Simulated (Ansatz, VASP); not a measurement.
**Two plane-wave programs on YSi2Ir2**

```
Y Si Ir
1.0
    -2.00576    2.00576    4.92181
     2.00576   -2.00576    4.92181
     2.00576    2.00576   -4.92181
Y Si Ir
1 2 2
Direct
  0.00000 0.00000 0.00000
  0.37875 0.37875 0.00000
  0.62125 0.62125 0.00000
  0.75000 0.25000 0.50000
  0.25000 0.75000 0.50000
```

Alike in both runs: functional LDA; k mesh 8 × 8 × 8; occupations gaussian, width 0.1 eV; no spin polarisation.

Ansatz relaxed the structure, and its values are those at the end. VASP's run is a single point on that final structure, the one shown.

|  | VASP | Ansatz |
| --- | --- | --- |
| version | VASP 6.6.1 | Ansatz 0.2.0 |
| potentials or method | VASP PAW LDA potentials, release 64 (Y_sv, Si, Ir), cutoff 520 eV | scalar-relativistic, plane waves, PAW |
| valence electrons in the cell | 37 | 53 |

|  | VASP | Ansatz | Ansatz less VASP |
| --- | --- | --- | --- |
| gap on the k mesh at the Fermi level (eV) | none | none | - |
| pressure (GPa) | 1.2 | 0.2 | -1.00 |
| rms of the force components (eV/Å) | 0.060 | 0.017 | -0.0428 |

LDA's correlation is that of Perdew and Zunger in VASP and of Perdew and Wang (1992) in Ansatz. A gap of «none» marks a metal or a gap that the smearing closes. VASP's potentials hold 37 valence electrons a cell and Ansatz's 53, so a difference there can come from the potentials and not from the codes.

Spin-orbit coupling is off throughout.
